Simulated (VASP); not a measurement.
A run of VASP 6.6.1:

POSCAR

```
ZnSe
1.0
    0.0000000000      2.8530279501      2.8530279501
    2.8530279501      0.0000000000      2.8530279501
    2.8530279501      2.8530279501      0.0000000000
Zn Se
1 1
Direct
    0.0000000000      0.0000000000      0.0000000000
    0.2500000000      0.2500000000      0.2500000000
```

INCAR.step1

```
SYSTEM = ZnSe
ALGO = Normal
EDIFF = 1E-5
ENCUT = 550
GGA = PE
GGA_COMPAT = .False.
ISMEAR = 0
LASPH = .True.
LCHARG = .False.
LREAL = .False.
LWAVE = .True.
NBANDS = 16
NELM = 120
PREC = Accurate
SIGMA = 0.05
```

Contents of INCAR.step2:

```
SYSTEM = ZnSe
ALGO = Normal
EDIFF = 1E-6
ENCUT = 550
GGA_COMPAT = .False.
ISIF = 2
ISMEAR = 0
ISTART = 1
LASPH = .True.
LCHARG = .False.
LMIXTAU = .True.
LREAL = .False.
LWAVE = .False.
METAGGA = R2SCAN
NBANDS = 16
NELM = 120
PREC = Accurate
SIGMA = 0.05
```

KPOINTS

```
k-points
0
Gamma
  6 6 6
  0 0 0
```

Potentials or basis: VASP PAW PBE potentials, release 64 (Zn, Se).

The run is started by

```sh
$ cat potpaw_PBE.64/Zn/POTCAR potpaw_PBE.64/Se/POTCAR > POTCAR
$ cp INCAR.step1 INCAR
$ mpirun -np 1 vasp_std > vasp.out
$ cp INCAR.step2 INCAR
$ mpirun -np 1 vasp_std > vasp.out
```

Hardware: 1 thread of Intel(R) Xeon(R) Platinum 8259CL CPU @ 2.50GHz (Skylake/Cascade Lake), with other jobs on the host.

Question: How long does it take, and how much memory?

Answer: Wall time 60 s on 1 thread of Intel(R) Xeon(R) Platinum 8259CL CPU @ 2.50GHz (Skylake/Cascade Lake) (shared host), peak memory 0.19 GiB. Counts: k points 16.
